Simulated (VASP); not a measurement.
# NiS (P6_3/mmc) in VASP: notebook

The runs below take NiS through single point, with LDA.

Program: VASP 6.6.1. These are calculated values, not measurements. Logs are shortened: lines on timing, memory, paths and dates and some standing lists are left out, and cuts for length are marked.

### 1 The cell of the first run

Symmetry: P6_3/mmc, No. 194, hexagonal system. The conventional cell has a = 3.425 Å, b = 3.425 Å, c = 5.340 Å, α = 90.00°, β = 90.00°, γ = 120.00°. Within 3.2 Å of Ni (site symmetry -3m) lie 6 S at 2.39 Å and 2 Ni at 2.67 Å. S (site symmetry -6m2) has 6 Ni at 2.39 Å and 12 S at 3.32 to 3.43 Å within 3.5 Å.

### 2 Single point, LDA, collinear spin, ferromagnetic start

INCAR reads:

```
ALGO     = Normal         # electronic algorithm
EDIFF    = 1E-6           # SCF threshold, eV
ENCUT    = 520            # plane-wave cutoff, eV
GGA      = CA             # functional
ISIF     = 2              # what is computed and relaxed
ISMEAR   = -1             # smearing method
ISPIN    = 2              # spin polarisation
LASPH    = True           # aspherical terms in the spheres
LCHARG   = True           # write CHGCAR
LELF     = True           # ELF
LMAXMIX  = 4              # l up to which the mixer works
LORBIT   = 11             # projections on sites
LREAL    = False          # projectors in reciprocal space
LVHAR    = True         
LWAVE    = False          # write WAVECAR
MAGMOM   = 0.3 0.3 0 0    # initial moments
NBANDS   = 28             # bands
NELM     = 150            # most SCF steps
NUPDOWN  = 0.6            # fixed moment
PREC     = Accurate       # precision mode
SIGMA    = 0.05           # smearing width, eV
```

KPOINTS reads:

```
k-points
0
Gamma
  11 11 7
```

POSCAR reads:

```
NiS
1.0
    3.4250000000      0.0000000000      0.0000000000
   -1.7125000000      2.9661370080      0.0000000000
    0.0000000000      0.0000000000      5.3400000000
Ni S
2 2
Direct
    0.0000000000      0.0000000000      0.0000000000
    0.0000000000      0.0000000000      0.5000000000
    0.3333333333      0.6666666667      0.2500000000
    0.6666666667      0.3333333333      0.7500000000
```

Potentials or basis: VASP PAW LDA potentials, release 64 (Ni, S).

On the command line:

```
> cat potpaw_LDA.64/Ni/POTCAR potpaw_LDA.64/S/POTCAR > POTCAR
> mpirun -np 1 vasp_std > vasp.out
```

OUTCAR:

```text
EDIFF = 1E-6
   ENCUT = 520
   GGA = CA
   ISIF = 2
   ISMEAR = -1
   ISPIN = 2
   LASPH = True
   LORBIT = 11
   LREAL = False
   NELM = 150
   NUPDOWN = 0.6
   PREC = Accurate

 ion  position               nearest neighbor table
   1  0.000  0.000  0.000-   3 2.39   4 2.39   4 2.39   3 2.39   4 2.39   3 2.39   2 2.67   2 2.67

   2  0.000  0.000  0.500-   3 2.39   4 2.39   4 2.39   3 2.39   4 2.39   3 2.39   1 2.67   1 2.67

   3  0.333  0.667  0.250-   1 2.39   2 2.39   1 2.39   2 2.39   1 2.39   2 2.39
   4  0.667  0.333  0.750-   1 2.39   2 2.39   1 2.39   2 2.39   1 2.39   2 2.39

  LATTYP: Found a hexagonal cell.
 ALAT       =     3.4250000000
 C/A-ratio  =     1.5591240876

  Lattice vectors:

 A1 = (   3.4250000000,   0.0000000000,   0.0000000000)
 A2 = (  -1.7125000000,   2.9661370080,   0.0000000000)
 A3 = (   0.0000000000,   0.0000000000,   5.3400000000)

Analysis of symmetry for initial positions (statically):
=====================================================================
 Subroutine PRICEL returns:
 Original cell was already a primitive cell.

 Routine SETGRP: Setting up the symmetry group for a
 hexagonal supercell.

 Subroutine GETGRP returns: Found 24 space group operations
 (whereof 12 operations were pure point group operations)
 out of a pool of 24 trial point group operations.

The static configuration has the point symmetry D_3d.
 The point group associated with its full space group is D_6h.

Analysis of symmetry for dynamics (positions and initial velocities):
=====================================================================
 Subroutine PRICEL returns:
 Original cell was already a primitive cell.

 Routine SETGRP: Setting up the symmetry group for a
 hexagonal supercell.

 Subroutine GETGRP returns: Found 24 space group operations
 (whereof 12 operations were pure point group operations)
 out of a pool of 24 trial point group operations.

The dynamic configuration has the point symmetry D_3d.
 The point group associated with its full space group is D_6h.

Analysis of structural, dynamic, and magnetic symmetry:
[... 136 lines left out ...]
     AMIX_MAG =   1.60;   BMIX_MAG =  1.00
  volume/ion in A,a.u.               =      13.56        91.52
  Fermi-wavevector in a.u.,A,eV,Ry     =   1.372968  2.594534 25.647549  1.885042
  Thomas-Fermi vector in A             =   2.498527
   LORBIT       =     11    0 simple, 1 ext, 2 COOP (PROOUT), +10 PAW based schemes
   GGA     = CA    functional components
   LHFCALC =     F    Hartree Fock is set to
   AEXX    =    0.0000 exact exchange contribution
   IVDW    =     0    specifies the selected vdW correction
   LEPSILON=     F    determine dielectric tensor
   LRPA    =     F    only Hartree local field effects (RPA)
 spin polarized calculation
  energy-cutoff  :      520.00
  volume of cell :       54.25
 maximum number of plane-waves:      1478
 NGX is ok and might be reduce to    28
   NGX = 13   NGY = 13   NGZ = 19

 number of electron      31.9999985 magnetization       0.6000000

 Free energy of the ion-electron system (eV)
  ---------------------------------------------------
  ext. energy  EPLUGINS =         0.00000000
  ---------------------------------------------------
  free energy    TOTEN  =       -23.94224883 eV

  energy without entropy =      -23.91611031  energy(sigma->0) =      -23.92917957

 E-fermi :   8.1470     XC(G=0): -12.0421

 val. band max:        8.4038715243   @ k =   0.1818   0.0909   0.0000
 cond. band min:       8.1514394987   @ k =   0.2727   0.1818   0.1429
 fundamental gap:     -0.2524320256
 Fermi energy:         8.4044369537

 spin component 1

 k-point     1 :       0.0000    0.0000    0.0000
  band No.  band energies     occupation
      1      -7.3269      1.00000
      2      -5.0464      1.00000
      3       0.6105      1.00000
      4       3.5469      1.00000
      5       3.5469      1.00000
      6       5.1352      1.00000
[... 733 lines left out ...]
     27      19.7454      0.00000
     28      20.5868      0.00000

 [... further k-points ...]

 spin component 2

 k-point     1 :       0.0000    0.0000    0.0000
  band No.  band energies     occupation
      1      -7.2592      1.00000
      2      -4.9701      1.00000
      3       0.6692      1.00000
      4       3.6897      1.00000
      5       3.6897      1.00000
      6       5.2679      1.00000
[... 733 lines left out ...]
     27      19.8175      0.00000
     28      20.6603      0.00000

 [... further k-points ...]

------------------------ aborting loop because EDIFF is reached ----------------------------------------

  FORCE on cell =-STRESS in cart. coord.  units (eV):
  Direction    XX          YY          ZZ          XY          YZ          ZX
  --------------------------------------------------------------------------------------
  -------------------------------------------------------------------------------------
  Total       -3.4868737     -3.4868737     -5.3189696      0.0000000     -0.0000000      0.0000000
  in kB     -102.9802073   -102.9802073   -157.0887388      0.0000000     -0.0000000      0.0000000
  external PRESSURE =    -121.0163845 kB  Pullay stress =       0.0000000 kB

 VOLUME and BASIS-vectors are now :
 -----------------------------------------------------------------------------
  energy-cutoff  :      520.00
  volume of cell :       54.25
      direct lattice vectors                 reciprocal lattice vectors
     3.425000000  0.000000000  0.000000000     0.291970803  0.168569422  0.000000000
    -1.712500000  2.966137008  0.000000000     0.000000000  0.337138843  0.000000000
     0.000000000  0.000000000  5.340000000     0.000000000  0.000000000  0.187265918

 POSITION                                       TOTAL-FORCE (eV/Angst)
 -----------------------------------------------------------------------------------
      0.00000      0.00000      0.00000        -0.000000      0.000000     -0.000000
      0.00000      0.00000      2.67000        -0.000000      0.000000     -0.000000
     -0.00000      1.97742      1.33500         0.000000     -0.000000     -0.000000
      1.71250      0.98871      4.00500        -0.000000      0.000000      0.000000
 -----------------------------------------------------------------------------------
    total drift:                               -0.000000     -0.000000     -0.000000

  FREE ENERGIE OF THE ION-ELECTRON SYSTEM (eV)
  ---------------------------------------------------
  free  energy   TOTEN  =       -23.9422488284 eV

  energy  without entropy=      -23.9161103090  energy(sigma->0) =      -23.92917957

 total charge

# of ion       s       p       d       tot
------------------------------------------
    1        0.388   0.451   8.427   9.267
    2        0.388   0.451   8.427   9.267
    3        1.352   2.267   0.000   3.620
    4        1.352   2.267   0.000   3.620
--------------------------------------------------
tot          3.481   5.438  16.854  25.774

 magnetization (x)

# of ion       s       p       d       tot
------------------------------------------
    1        0.003   0.007   0.203   0.212
    2        0.003   0.007   0.203   0.212
    3        0.010   0.050   0.000   0.059
    4        0.010   0.050   0.000   0.059
--------------------------------------------------
tot          0.024   0.114   0.405   0.544
```

OSZICAR:

```text
N       E                     dE             d eps       ncg     rms          rms(c)
DAV:   1     0.219607924939E+03    0.21961E+03   -0.13467E+04  7216   0.130E+03
DAV:   2    -0.479065125079E+01   -0.22440E+03   -0.20615E+03  7248   0.295E+02
DAV:   3    -0.254113617770E+02   -0.20621E+02   -0.19397E+02  8472   0.959E+01
DAV:   4    -0.260568895344E+02   -0.64553E+00   -0.64088E+00  8552   0.164E+01
DAV:   5    -0.260752668470E+02   -0.18377E-01   -0.18371E-01  9340   0.293E+00    0.194E+01
DAV:   6    -0.279885882215E+02   -0.19133E+01   -0.18363E+01  8580   0.821E+01    0.222E+01
DAV:   7    -0.239508881679E+02    0.40377E+01   -0.82794E+00  8728   0.644E+01    0.666E+00
DAV:   8    -0.239576996163E+02   -0.68114E-02   -0.52518E-01  7996   0.410E+00    0.187E+00
DAV:   9    -0.239429838109E+02    0.14716E-01   -0.14548E-02 10520   0.220E+00    0.510E-01
DAV:  10    -0.239423822239E+02    0.60159E-03   -0.38929E-03 10876   0.454E-01    0.204E-01
DAV:  11    -0.239422565364E+02    0.12569E-03   -0.32386E-04  8548   0.120E-01    0.874E-02
DAV:  12    -0.239422485846E+02    0.79519E-05   -0.17099E-05 10880   0.408E-02    0.358E-02
DAV:  13    -0.239422488284E+02   -0.24381E-06   -0.49903E-06  8256   0.325E-02
   1 F= -.23942249E+02 E0= -.23929180E+02  d E =-.261385E-01  mag=     0.6000
```

Wall time 3.5 min (1 thread of Intel Xeon Platinum 8488C (Sapphire Rapids), shared host); peak memory 0.24 GiB.

Results:

- Free energy: -23.9422 eV
- Pressure: -12.1 GPa
- Net moment: 0.60 μB per cell
- Site moments: Ni +0.21; S +0.06 μB
- Valence electrons inside the program's atomic spheres: Ni 9.27; S 3.62

Caveat: the stress differs along the axes, from -16 to -10 GPa; the total moment is fixed, so each spin has its own Fermi level and the state may be an excited one.

### 3 Single point, LDA, collinear spin, ferromagnetic start

INCAR reads:

```
SYSTEM = NiS
PREC = Accurate ; ENCUT = 520
EDIFF = 1E-6 ; ISMEAR = -1
SIGMA = 0.05 ; LREAL = .False.
LASPH = .True. ; NELM = 150
ALGO = Normal ; ISIF = 2
LWAVE = .False. ; LCHARG = .False.
ISPIN = 2 ; MAGMOM = 0.5 0.5 0 0
LORBIT = 11 ; NUPDOWN = 1.0
LMAXMIX = 4 ; NBANDS = 28
```

KPOINTS reads:

```
Automatic mesh
0
Gamma
  11 11 7
  0 0 0
```

POSCAR is that of step 2.

Potentials or basis: VASP PAW LDA potentials, release 64 (Ni, S).

On the command line:

```
> cat potpaw_LDA.64/Ni/POTCAR potpaw_LDA.64/S/POTCAR > POTCAR
> mpirun -np 1 vasp_std > vasp.out
```

OUTCAR:

```text
SYSTEM = NiS
   PREC = Accurate
   ENCUT = 520
   EDIFF = 1E-6
   ISMEAR = -1
   LREAL = .False.
   LASPH = .True.
   NELM = 150
   ISIF = 2
   ISPIN = 2
   LORBIT = 11
   NUPDOWN = 1.0

 ion  position               nearest neighbor table
   1  0.000  0.000  0.000-   3 2.39   4 2.39   4 2.39   3 2.39   4 2.39   3 2.39   2 2.67   2 2.67

   2  0.000  0.000  0.500-   3 2.39   4 2.39   4 2.39   3 2.39   4 2.39   3 2.39   1 2.67   1 2.67

   3  0.333  0.667  0.250-   1 2.39   2 2.39   1 2.39   2 2.39   1 2.39   2 2.39
   4  0.667  0.333  0.750-   1 2.39   2 2.39   1 2.39   2 2.39   1 2.39   2 2.39

  LATTYP: Found a hexagonal cell.
 ALAT       =     3.4250000000
 C/A-ratio  =     1.5591240876

  Lattice vectors:

 A1 = (   3.4250000000,   0.0000000000,   0.0000000000)
 A2 = (  -1.7125000000,   2.9661370080,   0.0000000000)
 A3 = (   0.0000000000,   0.0000000000,   5.3400000000)

Analysis of symmetry for initial positions (statically):
=====================================================================
 Subroutine PRICEL returns:
 Original cell was already a primitive cell.
[... 1698 lines left out ...]
  --------------------------------------------------------------------------------------
  -------------------------------------------------------------------------------------
  Total       -3.4159173     -3.4159173     -5.2080657      0.0000000      0.0000000      0.0000000
  in kB     -100.8846029   -100.8846029   -153.8133386      0.0000000      0.0000000      0.0000000
  external PRESSURE =    -118.5275148 kB  Pullay stress =       0.0000000 kB

 VOLUME and BASIS-vectors are now :
 -----------------------------------------------------------------------------
  energy-cutoff  :      520.00
  volume of cell :       54.25
      direct lattice vectors                 reciprocal lattice vectors
     3.425000000  0.000000000  0.000000000     0.291970803  0.168569422  0.000000000
    -1.712500000  2.966137008  0.000000000     0.000000000  0.337138843  0.000000000
     0.000000000  0.000000000  5.340000000     0.000000000  0.000000000  0.187265918

 POSITION                                       TOTAL-FORCE (eV/Angst)
 -----------------------------------------------------------------------------------
      0.00000      0.00000      0.00000         0.000000      0.000000      0.000000
      0.00000      0.00000      2.67000         0.000000      0.000000      0.000000
     -0.00000      1.97742      1.33500        -0.000000     -0.000000      0.000000
      1.71250      0.98871      4.00500         0.000000      0.000000      0.000000
 -----------------------------------------------------------------------------------
    total drift:                               -0.000000     -0.000000     -0.000000

  FREE ENERGIE OF THE ION-ELECTRON SYSTEM (eV)
  ---------------------------------------------------
  free  energy   TOTEN  =       -23.8793662077 eV

  energy  without entropy=      -23.8500245192  energy(sigma->0) =      -23.86469536

 total charge

# of ion       s       p       d       tot
------------------------------------------
    1        0.389   0.453   8.422   9.263
    2        0.389   0.453   8.422   9.263
    3        1.351   2.272   0.000   3.623
    4        1.351   2.272   0.000   3.623
--------------------------------------------------
tot          3.479   5.449  16.844  25.771

 magnetization (x)

# of ion       s       p       d       tot
------------------------------------------
    1        0.004   0.012   0.338   0.354
    2        0.004   0.012   0.338   0.354
    3        0.016   0.083   0.000   0.099
    4        0.016   0.083   0.000   0.099
--------------------------------------------------
tot          0.040   0.189   0.677   0.906
```

OSZICAR:

```text
N       E                     dE             d eps       ncg     rms          rms(c)
DAV:   1     0.219782242589E+03    0.21978E+03   -0.13483E+04  7216   0.130E+03
DAV:   2    -0.472271860066E+01   -0.22450E+03   -0.20667E+03  7248   0.295E+02
DAV:   3    -0.253901635804E+02   -0.20667E+02   -0.19486E+02  8476   0.960E+01
DAV:   4    -0.260366919530E+02   -0.64653E+00   -0.64185E+00  8552   0.164E+01
DAV:   5    -0.260550319311E+02   -0.18340E-01   -0.18334E-01  9324   0.292E+00    0.196E+01
DAV:   6    -0.279529877207E+02   -0.18980E+01   -0.19103E+01  8588   0.830E+01    0.227E+01
DAV:   7    -0.238857961993E+02    0.40672E+01   -0.87025E+00  8752   0.647E+01    0.672E+00
DAV:   8    -0.238970582256E+02   -0.11262E-01   -0.54073E-01  8184   0.438E+00    0.229E+00
DAV:   9    -0.238804108781E+02    0.16647E-01   -0.17988E-02 10240   0.236E+00    0.602E-01
DAV:  10    -0.238794941913E+02    0.91669E-03   -0.43467E-03 11060   0.554E-01    0.218E-01
DAV:  11    -0.238793778971E+02    0.11629E-03   -0.46469E-04  8428   0.151E-01    0.123E-01
DAV:  12    -0.238793685855E+02    0.93116E-05   -0.18674E-05  9372   0.345E-02    0.431E-02
DAV:  13    -0.238793671152E+02    0.14704E-05   -0.10672E-05  8976   0.626E-02    0.170E-02
DAV:  14    -0.238793662077E+02    0.90753E-06   -0.13102E-06  4996   0.208E-02
   1 F= -.23879366E+02 E0= -.23864695E+02  d E =-.293417E-01  mag=     1.0000
```

Run time: 2.9 min. Hardware: 1 thread of Intel Xeon Platinum 8488C (Sapphire Rapids), shared host; peak memory 0.24 GiB.

What came out:

- Free energy: -23.8794 eV
- Pressure: -11.9 GPa
- Net moment: 1.00 μB per cell
- Site moments: Ni +0.35; S +0.10 μB
- Valence electrons inside the program's atomic spheres: Ni 9.26; S 3.62

Stress tensor (GPa, compression positive):
```
-10.09   0.00   0.00
  0.00 -10.09   0.00
  0.00   0.00 -15.38
```

Caveat: the stress differs along the axes, from -15 to -10 GPa; the total moment is fixed, so each spin has its own Fermi level and the state may be an excited one.

### 4 Single point, LDA, collinear spin, ferromagnetic start

INCAR reads:

```
SYSTEM = NiS
ALGO = Normal ; EDIFF = 1E-6
ENCUT = 520 ; GGA = CA
ISIF = 2 ; ISMEAR = -1
ISPIN = 2 ; LASPH = .TRUE.
LCHARG = .FALSE. ; LMAXMIX = 4
LORBIT = 11 ; LREAL = .FALSE.
LWAVE = .FALSE. ; MAGMOM = 0.5 0.5 0 0
NBANDS = 28 ; NELM = 150
NUPDOWN = 1.0 ; PREC = Accurate
SIGMA = 0.05
```

KPOINTS reads:

```
k-points
0
G
  11 11 7
  0 0 0
```

POSCAR is that of step 3.

On the command line:

```
> cat potpaw_LDA.64/Ni/POTCAR potpaw_LDA.64/S/POTCAR > POTCAR
> mpirun -np 1 vasp_std > vasp.out
```

Wall time 2.9 min (1 thread of Intel Xeon Platinum 8488C (Sapphire Rapids), shared host); peak memory 0.24 GiB.

Results (log left out):

```yaml
Free_energy: -23.8794 eV
Pressure: -11.9 GPa
Net_moment: 1.00 μB per cell
Site_moments: Ni +0.35; S +0.10 μB
Valence_electrons_inside_the_program's_atomic_spheres: Ni 9.26; S 3.62
```

Stress tensor (GPa, compression positive):
```
-10.09   0.00   0.00
  0.00 -10.09   0.00
  0.00   0.00 -15.38
```

Caveat: the stress differs along the axes, from -15 to -10 GPa; the total moment is fixed, so each spin has its own Fermi level and the state may be an excited one.
